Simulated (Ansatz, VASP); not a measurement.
**One calculation of Cu3N, two programs**

```
Cu N
1.0
     3.78937    0.00000    0.00000
     0.00000    3.78937    0.00000
     0.00000    0.00000    3.78937
Cu N
3 1
Direct
  0.50000 0.00000 0.00000
  0.00000 0.50000 0.00000
  0.00000 0.00000 0.50000
  0.00000 0.00000 0.00000
```

Alike in both runs: task single point; functional r2SCAN; k mesh 6 × 6 × 6; occupations fermi-dirac, width 0.02 eV; no spin polarisation.

```csv
,VASP,Ansatz
version,VASP 6.6.1,Ansatz 0.2.0
potentials or method,"VASP PAW PBE potentials, release 64 (Cu_sv_GW, N)","plane waves, PAW"
plane-wave cutoff (eV),900,500
valence electrons in the cell,62,62
```

|  | VASP | Ansatz | Ansatz less VASP |
| --- | --- | --- | --- |
| pressure (GPa) | -0.3 | 0.0 | +0.23 |

VASP's potentials were made for PBE, not for r2SCAN.
